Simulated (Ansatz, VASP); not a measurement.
This is a calculation of Al for Ansatz 0.2.0.

Contents of input.yaml:

```yaml
crystal:
  lattice:
    - [2.7550421937, 0.0, 0.0]
    - [-1.3775210968, 2.3859365282, 0.0]
    - [0.0, 0.0, 4.7674986532]
  atoms:
    - { symbol: Al, position: [0.3333333333, 0.6666666667, 0.25] }
    - { symbol: Al, position: [0.6666666667, 0.3333333333, 0.75] }
hamiltonian:
  xc: pbe0
  pseudopotentials: { kind: paw }
kpoints:
  mp_grid: { grid: [6, 6, 4] }
scf:
  occupations: { method: fermi_dirac, width: 0.05 }
output:
  forces: true
  stress: true
  eigenvalues: true
```

Potentials or basis: Ansatz PAW.

Launch:

```sh
$ ansatz run input.yaml --threads 2 --pin off --max-ram 5632MiB --backend cpu --events-out ev --progress --plain --runs-dir out
```

Q: Translate it to VASP 6.6.1. Potentials there: VASP PAW PBE potentials, release 64 (Al).

A: As run (the cutoff follows the program's own potentials):

File POSCAR:

```
Al
1.0
    2.7550421937      0.0000000000      0.0000000000
   -1.3775210968      2.3859365282      0.0000000000
    0.0000000000      0.0000000000      4.7674986532
Al
2
Direct
    0.3333333333      0.6666666667      0.2500000000
    0.6666666667      0.3333333333      0.7500000000
```

File INCAR.step1:

```
SYSTEM = Al
PREC = Accurate
ENCUT = 520
EDIFF = 1E-5
ISMEAR = -1
SIGMA = 0.05
LREAL = .False.
LASPH = .True.
NELM = 60
ALGO = Normal
ISIF = 2
LWAVE = .True.
LCHARG = .False.
GGA = PE
NBANDS = 10
```

The input INCAR.step2:

```
SYSTEM = Al
PREC = Accurate
ENCUT = 520
EDIFF = 1E-6
ISMEAR = -1
SIGMA = 0.05
LREAL = .False.
LASPH = .True.
NELM = 60
ALGO = Normal
ISIF = 2
LWAVE = .False.
LCHARG = .False.
GGA = PE
LHFCALC = .True.
AEXX = 0.25
PRECFOCK = Normal
ISTART = 1
NBANDS = 10
```

File KPOINTS:

```
Automatic mesh
0
Gamma
  6 6 4
  0 0 0
```

Potentials or basis: VASP PAW PBE potentials, release 64 (Al).

Launch:

```sh
$ cat potpaw_PBE.64/Al/POTCAR > POTCAR
$ cp INCAR.step1 INCAR
$ mpirun -np 1 vasp_std > vasp.out
$ cp INCAR.step2 INCAR
$ mpirun -np 1 vasp_std > vasp.out
```

Both were run:

|  | VASP | Ansatz | Ansatz less VASP |
| --- | --- | --- | --- |
| gap on the k mesh at the Fermi level (eV) | none | none | - |
| pressure (GPa) | 4.8 | 4.8 | 0.00 |
| traceless stress, the component that is largest in VASP (GPa) | -2.45 | -2.48 | -0.029 |

A gap of «none» marks a metal or a gap that the smearing closes.

The k mesh is coarse, so the values compare programs but aren't converged.
